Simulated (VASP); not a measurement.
Set up this calculation in VASP 6.6.1, as the native input.

```
Task                   : single point
Functional             : PBE
Potentials or basis    : VASP PAW PBE potentials, release 64 (S)
Cutoff                 : 500 eV
k mesh                 : 7 × 7 × 4
Occupations            : fermi-dirac, width 0.15 eV
Spin                   : no spin polarisation
Dipole correction      : no
Further INCAR settings : ALGO = Normal; EDIFF = 1e-06; NBANDS = 13
```

The structure of S lies in POSCAR:

```
S
1.0
    3.6451380000      0.0000000000      0.0000000000
   -1.8225690000      3.1567820000      0.0000000000
    0.0000000000      0.0000000000      6.5415020000
S
2
Direct
    0.3333333333      0.6666666667      0.7803370000
    0.6666666667      0.3333333333      0.2196630000
```

One way to write it, as run:

INCAR

```
SYSTEM = S
ALGO = Normal ; EDIFF = 1E-6
ENCUT = 500 ; GGA = PE
GGA_COMPAT = .False. ; ISIF = 2
ISMEAR = -1 ; LASPH = .True.
LCHARG = .False. ; LREAL = .False.
LWAVE = .False. ; NBANDS = 13
NELM = 120 ; PREC = Accurate
SIGMA = 0.15
```

KPOINTS

```
k-points
0
Gamma
  7 7 4
  0 0 0
```

Potentials or basis: VASP PAW PBE potentials, release 64 (S).

Command:

```console
$ cat potpaw_PBE.64/S/POTCAR > POTCAR
$ mpirun -np 1 vasp_std > vasp.out
```

Results of the run:

The pressure is -7.7 GPa, the largest force is 0.686 eV/Å and the band gap on the k mesh is zero (bands 6 and 7 overlap by 1.02 eV).

Caveat: the cell stands under tension; this functional lacks dispersion, which binds layers or chains, so the pressure and a relaxed spacing across them are unreliable.

It took 15 s on 1 thread of Intel(R) Xeon(R) Platinum 8259CL CPU @ 2.50GHz (Skylake/Cascade Lake), on a shared host, peak memory 0.17 GiB.
